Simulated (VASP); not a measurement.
The system is Pt.

```xyz
1
Lattice="0.0000 1.9706 1.9706 1.9706 0.0000 1.9706 1.9706 1.9706 0.0000" Properties=species:S:1:pos:R:3 pbc="T T T"
Pt    0.0000    0.0000    0.0000
```

Base run:

| Quantity | Value |
| --- | --- |
| Program | VASP 6.6.1 |
| Functional | r2SCAN |
| Potentials or basis | VASP PAW PBE potentials, release 64 (Pt) |
| Cutoff | 520 eV |
| k mesh | 14 × 14 × 14 |
| Occupations | fermi-dirac, width 0.2 eV |
| Spin | no spin polarisation |

Its results: band gap on the k mesh zero (band 5 reaches 11.25 eV, above the bottom of band 6 at 8.92 eV); pressure 1.6 GPa.

Question: After a change of settings the same cell gave: band gap on the k mesh zero (band 5 reaches 11.25 eV, above the bottom of band 6 at 8.92 eV); pressure 0.8 GPa. Which change was it?
A. occupations from fermi-dirac, width 0.2 eV to fermi-dirac, width 0.6 eV; further incar settings from ALGO = Normal; EDIFF = 1e-07; NBANDS = 11 to ALGO = Normal; EDIFF = 1e-06; NBANDS = 11
B. k mesh from 14 × 14 × 14 to 2 × 2 × 2; occupations from fermi-dirac, width 0.2 eV to fermi-dirac, width 0.1 eV
C. occupations from fermi-dirac, width 0.2 eV to gaussian, width 0.3 eV

Answer: C.

Caveats: the PAW data sets were made with another functional, which shifts forces and pressure a little; spin-orbit coupling is left out, which moves the levels of the heavy elements.
